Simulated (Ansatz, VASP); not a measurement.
Two plane-wave programs on ZrSe2

POSCAR

```
ZrSe2
1.0
    3.7893855286      0.0000000000      0.0000000000
   -1.8946927643      3.2817041325      0.0000000000
    0.0000000000      0.0000000000      6.1806783669
Zr Se
1 2
Direct
    0.0000000000      0.0000000000      0.0000000000
    0.3333333333      0.6666666667      0.2537453252
    0.6666666667      0.3333333333      0.7462546748
```

Contents of INCAR.step1:

```
PREC = Accurate
ENCUT = 400
EDIFF = 1E-5
ISMEAR = 0
SIGMA = 0.01
LREAL = False
LASPH = True
NELM = 120
ALGO = Normal
ISIF = 2
LWAVE = True
LCHARG = False
GGA = PE
NBANDS = 19
GGA_COMPAT = False
```

Contents of INCAR.step2:

```
PREC = Accurate
ENCUT = 400
EDIFF = 1E-6
ISMEAR = 0
SIGMA = 0.01
LREAL = False
LASPH = True
NELM = 120
ALGO = Normal
ISIF = 2
LWAVE = False
LCHARG = False
GGA = PE
LHFCALC = True
AEXX = 0.4
HFSCREEN = 0.5
PRECFOCK = Normal
ISTART = 1
NBANDS = 19
GGA_COMPAT = False
```

KPOINTS

```
regular mesh
0
Gamma
  6 6 2
```

Input for Ansatz:

```yaml
crystal:
  lattice:
    - [3.7893855286, 0.0, 0.0]
    - [-1.8946927643, 3.2817041325, 0.0]
    - [0.0, 0.0, 6.1806783669]
  atoms:
    - { symbol: Zr, position: [0.0, 0.0, 0.0] }
    - { symbol: Se, position: [0.3333333333, 0.6666666667, 0.2537453252] }
    - { symbol: Se, position: [0.6666666667, 0.3333333333, 0.7462546748] }
kpoints:
  mp_grid: { grid: [6, 6, 2] }
hamiltonian:
  xc: { exchange: pbe, correlation: pbe, exx: { coeff: 0.4, omega: 0.5 } }
scf:
  occupations: { method: fixed }
  n_extra_bands: 4
output:
  forces: true
  stress: true
  eigenvalues: true
```

Alike in both runs: task single point; functional PBE-based screened hybrid; k mesh 6 × 6 × 2; no spin polarisation.

|  | VASP | Ansatz |
| --- | --- | --- |
| version | VASP 6.6.1 | Ansatz 0.2.0 |
| potentials or method | VASP PAW PBE potentials, release 64 (Zr_sv, Se) | plane waves |
| plane-wave cutoff (eV) | 400 | 420 |
| occupations | gaussian, width 0.01 eV | fixed |
| valence electrons in the cell | 24 | 44 |

Ansatz gave:

```
gap on the k mesh at the Fermi level (eV)                     : 0.78
pressure (GPa)                                                : 0.3
traceless stress, the component that is largest in VASP (GPa) : 0.22
rms of the force components (eV/Å)                            : 0.076
```

**Question.** What did VASP give for the same quantities?

**Answer.** gap on the k mesh at the Fermi level (eV): 0.80; pressure (GPa): 0.0; traceless stress, the component that is largest in VASP (GPa): 0.19; rms of the force components (eV/Å): 0.094.

VASP's potentials were made for PBE, not for PBE-based screened hybrid. Atom by atom the forces differ by 0.018 eV/Å (rms over components). VASP's potentials hold 24 valence electrons a cell and Ansatz's 44, so a difference there can come from the potentials and not from the codes. Ansatz's warnings: stress exchange threshold loose, stress scf threshold loose.

The k mesh is coarse, so the values compare programs but aren't converged.
